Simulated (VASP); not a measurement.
Input of a VASP 6.6.1 run:

Contents of INCAR:

```
ALGO     = Normal         # electronic algorithm
EDIFF    = 1E-6           # SCF threshold, eV
ENCUT    = 520            # plane-wave cutoff, eV
GGA      = PE             # functional
ISIF     = 2              # what is computed and relaxed
ISMEAR   = 0              # smearing method
LASPH    = True           # aspherical terms in the spheres
LCHARG   = False          # write CHGCAR
LREAL    = False          # projectors in reciprocal space
LWAVE    = False          # write WAVECAR
NBANDS   = 17             # bands
NELM     = 60             # most SCF steps
PREC     = Accurate       # precision mode
SIGMA    = 0.05           # smearing width, eV
```

The input KPOINTS:

```
k-points
0
Gamma
  8 8 8
```

Contents of POSCAR:

```
TePb
1.0
    0.7865962268      3.6643873007      3.6643873007
    3.6643873007      0.7865962268      3.6643873007
    3.6643873007      3.6643873007      0.7865962268
Te Pb
1 1
Direct
    0.5000000000      0.5000000000      0.5000000000
    0.0000000000      0.0000000000      0.0000000000
```

Potentials or basis: VASP PAW PBE potentials, release 64 (Te, Pb_d).

The run is started by

```bash
$ cat potpaw_PBE.64/Te/POTCAR potpaw_PBE.64/Pb_d/POTCAR > POTCAR
$ mpirun -np 1 vasp_std > vasp.out
```

(1) What does it give for the band gap on the k mesh?

(2) What does it give for the pressure?

## Answers

(1) zero (band 10 reaches 6.53 eV, above the bottom of band 11 at 5.16 eV).

(2) 0.3 GPa.

Caveat: spin-orbit coupling is left out, which moves the levels of the heavy elements.
